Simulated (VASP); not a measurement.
# TiB2 (P6/mmm) in VASP: settings compared

TiB2 is run at these levels: PBE+D4, PBEsol, PBEsol+D3(BJ); tasks: relaxation of cell and atoms, single point.

All numbers are computed with VASP 6.6.1; they aren't measurements. Logs are shortened: lines on timing, memory, paths and dates and some standing lists are left out, and cuts for length are marked.

### 1 The cell of the first run

Symmetry: P6/mmm, No. 191, hexagonal system. Conventional cell: a = 3.029 Å, b = 3.029 Å, c = 3.228 Å, α = 90.00°, β = 90.00°, γ = 120.00°. Within 3.1 Å of Ti (site symmetry 6/mmm) lie 12 B at 2.38 Å and 6 Ti at 3.03 Å. B (site symmetry -6m2) has 3 B at 1.75 Å and 6 Ti at 2.38 Å within 2.4 Å.

### 2 Relaxation of cell and atoms, PBE+D4

INCAR reads:

```
SYSTEM = TiB2
PREC = Accurate ; ENCUT = 600
EDIFF = 1E-6 ; ISMEAR = -1
SIGMA = 0.05 ; LREAL = .False.
LASPH = .True. ; NELM = 100
ALGO = Normal ; ISIF = 3
LWAVE = .False. ; LCHARG = .False.
GGA = PE ; IVDW = 13
IBRION = 2 ; NSW = 60
EDIFFG = -0.01
```

KPOINTS reads:

```
regular mesh
0
Gamma
  10 10 8
  0 0 0
```

POSCAR reads:

```
TiB2
1.0
    3.0292000000      0.0000000000      0.0000000000
   -1.5146000000      2.6233641531      0.0000000000
    0.0000000000      0.0000000000      3.2284000000
Ti B
1 2
Direct
    0.0000000000      0.0000000000      0.0000000000
    0.6666666667      0.3333333333      0.5000000000
    0.3333333333      0.6666666667      0.5000000000
```

Potentials or basis: VASP PAW PBE potentials, release 64 (Ti_sv, B).

Started as:

```bash
> cat potpaw_PBE.64/Ti_sv/POTCAR potpaw_PBE.64/B/POTCAR > POTCAR
> mpirun -np 1 vasp_std > vasp.out
```

OUTCAR:

```text
SYSTEM = TiB2
   PREC = Accurate
   ENCUT = 600
   EDIFF = 1E-6
   ISMEAR = -1
   LREAL = .False.
   LASPH = .True.
   NELM = 100
   ISIF = 3
   GGA = PE
   IVDW = 13
   IBRION = 2
   NSW = 60
   EDIFFG = -0.01

 ion  position               nearest neighbor table
   1  0.000  0.000  0.000-   2 2.38   3 2.38   2 2.38   3 2.38   3 2.38   3 2.38   2 2.38   2 2.38
                             2 2.38   2 2.38   3 2.38   3 2.38
   2  0.667  0.333  0.500-   3 1.75   3 1.75   3 1.75   1 2.38   1 2.38   1 2.38   1 2.38   1 2.38
                             1 2.38
   3  0.333  0.667  0.500-   2 1.75   2 1.75   2 1.75   1 2.38   1 2.38   1 2.38   1 2.38   1 2.38
                             1 2.38

  LATTYP: Found a hexagonal cell.
 ALAT       =     3.0292000000
 C/A-ratio  =     1.0657599366

  Lattice vectors:

 A1 = (   3.0292000000,   0.0000000000,   0.0000000000)
 A2 = (  -1.5146000000,   2.6233641531,   0.0000000000)
 A3 = (   0.0000000000,   0.0000000000,   3.2284000000)

Analysis of symmetry for initial positions (statically):
=====================================================================
 Subroutine PRICEL returns:
 Original cell was already a primitive cell.

 Routine SETGRP: Setting up the symmetry group for a
 hexagonal supercell.

 Subroutine GETGRP returns: Found 24 space group operations
 (whereof 24 operations were pure point group operations)
 out of a pool of 24 trial point group operations.

The static configuration has the point symmetry D_6h.

Analysis of symmetry for dynamics (positions and initial velocities):
=====================================================================
 Subroutine PRICEL returns:
 Original cell was already a primitive cell.

 Routine SETGRP: Setting up the symmetry group for a
 hexagonal supercell.

 Subroutine GETGRP returns: Found 24 space group operations
 (whereof 24 operations were pure point group operations)
 out of a pool of 24 trial point group operations.

The dynamic configuration has the point symmetry D_6h.

 Subroutine INISYM returns: Found 24 space group operations
 (whereof 24 operations are pure point group operations),
 and found     1 'primitive' translations

----------------------------------------------------------------------------------------

                                     Primitive cell

  volume of cell :      25.6551

  direct lattice vectors                    reciprocal lattice vectors
     3.029200000  0.000000000  0.000000000     0.330120164  0.190594965  0.000000000
    -1.514600000  2.623364153  0.000000000     0.000000000  0.381189931  0.000000000
     0.000000000  0.000000000  3.228400000     0.000000000  0.000000000  0.309750960

  length of vectors
     3.029200000  3.029200000  3.228400000     0.381189931  0.381189931  0.309750960

  position of ions in fractional coordinates (direct lattice)
     0.000000000  0.000000000  0.000000000
     0.666666667  0.333333333  0.500000000
     0.333333333  0.666666667  0.500000000

  ion indices of the primitive-cell ions
   primitive index   ion index
                 1           1
                 2           2
                 3           3

----------------------------------------------------------------------------------------

 KPOINTS: regular mesh

Automatic generation of k-mesh.
 Grid dimensions read from file:
 generate k-points for:   10   10    8

 Generating k-lattice:

  Cartesian coordinates                     Fractional coordinates (reciprocal lattice)
     0.033012016  0.019059497  0.000000000     0.100000000  0.000000000  0.000000000
     0.000000000  0.038118993  0.000000000     0.000000000  0.100000000  0.000000000
     0.000000000  0.000000000  0.038718870     0.000000000  0.000000000  0.125000000

  Length of vectors
     0.038118993  0.038118993  0.038718870

  Shift w.r.t. Gamma in fractional coordinates (k-lattice)
     0.000000000  0.000000000  0.000000000

 Subroutine IBZKPT returns following result:
 ===========================================

 Found     70 irreducible k-points:

 Following reciprocal coordinates:
            Coordinates               Weight
  0.000000  0.000000  0.000000      1.000000
  0.100000 -0.000000  0.000000      6.000000
  0.200000 -0.000000  0.000000      6.000000
  0.300000 -0.000000  0.000000      6.000000
  0.400000 -0.000000  0.000000      6.000000
  0.500000 -0.000000  0.000000      3.000000
[... 16 lines left out ...]
  0.300000  0.100000  0.125000     24.000000
  0.400000  0.100000  0.125000     24.000000
 [... further k-points ...]
   k-points           NKPTS =     70   k-points in BZ     NKDIM =     70   number of bands    NBANDS=     13
   number of dos      NEDOS =    301   number of ions     NIONS =      3
   total plane-waves  NPLWV =  16128
   dimension x,y,z NGX =    24 NGY =   24 NGZ =   28
   dimension x,y,z NGXF=    48 NGYF=   48 NGZF=   56
   ions per type =               1   2
   NGX,Y,Z   is equivalent  to a cutoff of  13.17, 13.17, 14.42 a.u.
   NGXF,Y,Z  is equivalent  to a cutoff of  26.34, 26.34, 28.84 a.u.
 SYSTEM =  TiB2
   PREC   = accura    normal or accurate (medium, high low for compatibility)
   ISTART =      0    job   : 0-new  1-cont  2-samecut
   ICHARG =      2    charge: 1-file 2-atom 10-const
   ISPIN  =      1    spin polarized calculation?
   LNONCOLLINEAR =      F non collinear calculations
   LSORBIT =      F    spin-orbit coupling
   LASPH  =      T    aspherical Exc in radial PAW
   ENCUT  =  600.0 eV  44.10 Ry    6.64 a.u.   6.05  6.05  6.45*2*pi/ulx,y,z
   NELM   =    100;   NELMIN=  2; NELMDL= -5     # of ELM steps
   EDIFF  = 0.1E-05   stopping-criterion for ELM
   LREAL  =      F    real-space projection
   EDIFFG = -.1E-01   stopping-criterion for IOM
   NSW    =     60    number of steps for IOM
   IBRION =      2    ionic relax: 0-MD 1-quasi-New 2-CG
   NFREE  =      1    steps in history (QN), initial steepest desc. (CG)
   ISIF   =      3    stress and relaxation
   ISYM   =      2    0-nonsym 1-usesym 2-fastsym
   POTIM  = 0.5000    time-step for ionic-motion
   TEBEG  =    0.0;   TEEND  =   0.0 temperature during run
   PSTRESS=    0.0 pullay stress
   NELECT =      18.0000    total number of electrons
   NUPDOWN=      -1.0000    fix difference up-down
   EMIN   =  10.00;   EMAX   =-10.00  energy-range for DOS
   EFERMI =   0.00;   METHOD = LEGACY
   ISMEAR =    -1;   SIGMA  =   0.05  broadening in eV -4-tet -1-fermi 0-gaus
   EFERMI_NEDOS =   21; number of points for ismear=-14 and -15
   IALGO  =     38    algorithm
   IMIX   =      4    mixing-type and parameters
     AMIX     =   0.40;   BMIX     =  1.00
     AMIX_MAG =   1.60;   BMIX_MAG =  1.00
  volume/ion in A,a.u.               =       8.55        57.71
  Fermi-wavevector in a.u.,A,eV,Ry     =   1.454703  2.748990 28.792122  2.116161
  Thomas-Fermi vector in A             =   2.571823
   LORBIT       =      0    0 simple, 1 ext, 2 COOP (PROOUT), +10 PAW based schemes
   GGA     = PE    functional components
   LHFCALC =     F    Hartree Fock is set to
   AEXX    =    0.0000 exact exchange contribution
   IVDW    =    13    specifies the selected vdW correction
   LEPSILON=     F    determine dielectric tensor
   LRPA    =     F    only Hartree local field effects (RPA)
 conjugate gradient relaxation of ions
 non-spin polarized calculation
  energy-cutoff  :      600.00
  volume of cell :       25.66
 maximum number of plane-waves:       878
   NGX = 13   NGY = 13   NGZ = 13

--------------------------------------- Ionic step        1  -------------------------------------------

 number of electron      18.0000002 magnetization

 Free energy of the ion-electron system (eV)
  ---------------------------------------------------
  ext. energy  EPLUGINS =         0.00000000
  ---------------------------------------------------
  free energy    TOTEN  =       -24.42636448 eV

  energy without entropy =      -24.42000157  energy(sigma->0) =      -24.42318302

 E-fermi :   9.9395     XC(G=0): -12.7683

 val. band max:        9.9140358209   @ k =   0.2000   0.2000   0.1250
 cond. band min:       9.9405182038   @ k =   0.3000   0.2000   0.0000
 fundamental gap:      0.0264823828
 Fermi energy:         9.9395458560

 k-point     1 :       0.0000    0.0000    0.0000
  band No.  band energies     occupation
      1     -46.9605      2.00000
      2     -23.3067      2.00000
      3     -23.0009      2.00000
      4     -23.0009      2.00000
      5      -3.5060      2.00000
      6       7.3979      2.00000
      7       7.3979      2.00000
      8       7.6715      2.00000
      9       7.8856      2.00000
     10      11.8881      0.00000
     11      11.8881      0.00000
     12      13.6468      0.00000
     13      13.6468      0.00000

 k-point     2 :       0.1000   -0.0000    0.0000
  band No.  band energies     occupation
      1     -46.9553      2.00000
      2     -23.3001      2.00000
      3     -23.0406      2.00000
      4     -23.0099      2.00000
      5      -3.3139      2.00000
      6       6.8534      2.00000
      7       7.3621      2.00000
      8       7.5239      2.00000
      9       7.9820      2.00000
     10      11.8317      0.00000
     11      12.2104      0.00000
     12      12.9737      0.00000
     13      13.1007      0.00000
[... 451 lines left out ...]
 VOLUME and BASIS-vectors are now :
 -----------------------------------------------------------------------------
  energy-cutoff  :      600.00
  volume of cell :       24.91
      direct lattice vectors                 reciprocal lattice vectors
     3.003234172  0.000000000  0.000000000     0.332974368  0.192242841  0.000000000
    -1.501617086  2.600877086 -0.000000000     0.000000000  0.384485682  0.000000000
    -0.000000000  0.000000000  3.189663946    -0.000000000 -0.000000000  0.313512651

 POSITION                                       TOTAL-FORCE (eV/Angst)
 -----------------------------------------------------------------------------------
     -0.00000      0.00000      3.18966        -0.000000      0.000000      0.000000
      1.50162      0.86696      1.59483         0.000000      0.000000      0.000000
     -0.00000      1.73392      1.59483        -0.000000      0.000000      0.000000
 -----------------------------------------------------------------------------------
    total drift:                               -0.000000      0.000000      0.000000

  FREE ENERGIE OF THE ION-ELECTRON SYSTEM (eV)
  ---------------------------------------------------
  free  energy   TOTEN  =       -25.4777223994 eV

  energy  without entropy=      -25.4712648996  energy(sigma->0) =      -25.47449365

--------------------------------------- Ionic step        4  -------------------------------------------

 number of electron      18.0000004 magnetization

 Free energy of the ion-electron system (eV)
  ---------------------------------------------------
  ext. energy  EPLUGINS =         0.00000000
  ---------------------------------------------------
  free energy    TOTEN  =       -24.40608950 eV

  energy without entropy =      -24.39927828  energy(sigma->0) =      -24.40268389

 E-fermi :  10.2570     XC(G=0): -12.9129

 val. band max:       10.2528997207   @ k =   0.3000   0.2000   0.0000
 cond. band min:      10.2784435669   @ k =   0.4000   0.2000   0.0000
 fundamental gap:      0.0255438462
 Fermi energy:        10.2570399993

 k-point     1 :       0.0000    0.0000    0.0000
  band No.  band energies     occupation
      1     -46.5457      2.00000
      2     -22.8908      2.00000
      3     -22.5822      2.00000
      4     -22.5822      2.00000
      5      -3.3282      2.00000
      6       7.5940      2.00000
      7       7.5940      2.00000
      8       8.1056      2.00000
      9       8.1677      2.00000
     10      12.3097      0.00000
     11      12.3097      0.00000
     12      14.1789      0.00000
     13      14.1789      0.00000

 k-point     2 :       0.1000   -0.0000    0.0000
  band No.  band energies     occupation
      1     -46.5400      2.00000
      2     -22.8836      2.00000
      3     -22.6253      2.00000
      4     -22.5919      2.00000
      5      -3.1324      2.00000
      6       7.0526      2.00000
      7       7.5649      2.00000
      8       7.9388      2.00000
      9       8.2607      2.00000
     10      12.2517      0.00000
     11      12.6537      0.00000
     12      13.4533      0.00000
     13      13.5821      0.00000
[... 369 lines left out ...]
 VOLUME and BASIS-vectors are now :
 -----------------------------------------------------------------------------
  energy-cutoff  :      600.00
  volume of cell :       24.91
      direct lattice vectors                 reciprocal lattice vectors
     3.009676851  0.000000000  0.000000000     0.332261585  0.191831315  0.000000000
    -1.504838425  2.606456610  0.000000000     0.000000000  0.383662631 -0.000000000
    -0.000000000  0.000000000  3.175522626    -0.000000000 -0.000000000  0.314908794

 POSITION                                       TOTAL-FORCE (eV/Angst)
 -----------------------------------------------------------------------------------
      3.00968      0.00000      0.00000         0.000000     -0.000000      0.000000
      1.50484      0.86882      1.58776        -0.000000      0.000000     -0.000000
     -0.00000      1.73764      1.58776         0.000000     -0.000000      0.000000
 -----------------------------------------------------------------------------------
    total drift:                                0.000000      0.000000     -0.000000

  FREE ENERGIE OF THE ION-ELECTRON SYSTEM (eV)
  ---------------------------------------------------
  free  energy   TOTEN  =       -25.4786633670 eV

  energy  without entropy=      -25.4718521438  energy(sigma->0) =      -25.47525776

 reached required accuracy - stopping structural energy minimisation
```

Run time: 1.9 min. Hardware: 1 thread of AMD EPYC 7R13, shared host; peak memory 0.14 GiB.

Results:

- Free energy: -25.4787 eV
- Relaxed volume: 8.30 Å³/atom
- Relaxed cell: a = 3.010 Å, b = 3.010 Å, c = 3.176 Å, α = 90.00°, β = 90.00°, γ = 120.00°
- Space group after relaxing (to 0.1 Å): P6/mmm (No. 191)
- Energy gained by relaxing: 6.1 meV/atom
- Ionic steps: 4
- Pressure after relaxing: 0.0 GPa
- Band gap on the k mesh: zero (bands 9 and 10 overlap by 0.73 eV)
- Dispersion energy per atom: -0.358 eV

Step by step:
| step | energy change (eV) | largest force (eV/Å) | pressure (GPa) | volume (Å³) |
| --- | --- | --- | --- | --- |
| 1 | 0.0000 | 0.0000 | -7.08 | 25.66 |
| 2 | -0.0035 | 0.0000 | 7.37 | 24.28 |
| 3 | -0.0173 | 0.0000 | 0.21 | 24.91 |
| 4 | -0.0183 | 0.0000 | 0.00 | 24.91 |

Final structure:
```xyz
3
Lattice="3.0097 0.0000 0.0000 -1.5048 2.6065 0.0000 0.0000 0.0000 3.1755" Properties=species:S:1:pos:R:3 pbc="T T T"
Ti    3.0097    0.0000    0.0000
B     1.5048    0.8688    1.5878
B     0.0000    1.7376    1.5878
```

Levels at points of the mesh, in eV from the Fermi level:
```tsv
k point	band 5	band 6	band 7	band 8	band 9	band 10	band 11	band 12	band 13
(0.00, 0.00, 0.00)	-13.59	-2.66	-2.66	-2.15	-2.09	2.05	2.05	3.92	3.92
(0.50, 0.00, 0.00)	-9.44	-9.23	-3.26	-3.17	-2.28	1.48	2.89	3.40	3.57
(0.00, 0.00, 0.50)	-11.54	-7.65	-0.52	-0.52	-0.18	-0.18	0.52	0.52	1.90
(0.50, 0.00, 0.50)	-9.81	-7.51	-4.71	-3.86	-3.10	2.73	3.09	4.81	4.87
```

[end of part 1 of 2]
